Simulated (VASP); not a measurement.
NiO2: relaxation of cell and atoms with r2SCAN

Crystal: NiO2.

```
Ni O
1.0
     2.79878    0.00000    0.00000
    -1.39939    2.42382    0.00000
     0.00000    0.00000    4.61827
Ni O
1 2
Direct
  0.00000 0.00000 0.50000
  0.66667 0.33333 0.70604
  0.33333 0.66667 0.29396
```

```yaml
Program: VASP 6.6.1
Task: relaxation of cell and atoms
Functional: r2SCAN
Potentials_or_basis: VASP PAW PBE potentials, release 64 (Ni, O)
Cutoff: 600 eV
k_mesh: 6 × 6 × 4
Occupations: gaussian, width 0.1 eV
Spin: no spin polarisation
Dipole_correction: no
Further_INCAR_settings: ALGO = Normal; EDIFF = 1e-06; IBRION = 2; EDIFFG = -0.04; NSW = 90; ISIF = 3
```

```json
{
  "Relaxed volume": "10.28 Å³/atom",
  "Relaxed cell": "a = 2.782 Å, b = 2.782 Å, c = 4.598 Å, α = 90.00°, β = 90.00°, γ = 120.00°",
  "Space group after relaxing (to 0.05 Å)": "P-3m1 (No. 164)",
  "Energy gained by relaxing": "3.0 meV/atom",
  "Ionic steps": "3",
  "Pressure after relaxing": "-0.2 GPa",
  "Largest force after relaxing": "0.027 eV/Å",
  "Band gap on the k mesh": "1.48 eV, indirect (least direct gap 1.88 eV)"
}
```

Forces on the atoms (eV/Å):
```
Ni   0.000  0.000  0.000
O    0.000  0.000  0.027
O    0.000  0.000 -0.027
```

Step by step:
| step | energy change (eV) | largest force (eV/Å) | pressure (GPa) | volume (Å³) |
| --- | --- | --- | --- | --- |
| 1 | 0.0000 | 0.3138 | -4.33 | 31.33 |
| 2 | 0.0131 | 0.6023 | 7.13 | 30.07 |
| 3 | -0.0090 | 0.0274 | -0.16 | 30.83 |

Final structure:
```
Ni O
1.0
     2.78243    0.00000    0.00000
    -1.39121    2.40965    0.00000
     0.00000    0.00000    4.59773
Ni O
1 2
Cartesian
  0.0000 0.0000 2.2989
  1.3912 0.8032 3.2403
  0.0000 1.6064 1.3574
```

Levels at points of the mesh, in eV from the valence-band top:
```csv
k point,band 7,band 8,band 9,band 10,band 11,band 12,band 13,band 14,band 15
"(0.00, 0.00, 0.00)",-2.31,-0.80,-0.80,-0.48,-0.47,2.71,2.71,8.86,12.39
"(0.50, 0.00, 0.00)",-2.57,-2.01,-1.95,-1.77,-1.07,2.02,2.67,13.86,14.62
"(0.00, 0.00, 0.50)",-2.32,-1.79,-0.83,-0.83,-0.11,2.75,2.75,11.10,11.18
"(0.50, 0.00, 0.50)",-2.48,-2.01,-1.79,-1.33,-1.20,2.04,2.58,12.94,14.22
```

Wall time 68 s on 1 thread of Intel(R) Xeon(R) 6975P-C (Granite Rapids) (shared host), peak memory 0.17 GiB.

Caveat: the k points lie up to 0.43 Å⁻¹ apart in the final cell; the PAW data sets were made with another functional, which shifts forces and pressure a little. A k mesh can miss the band edges.
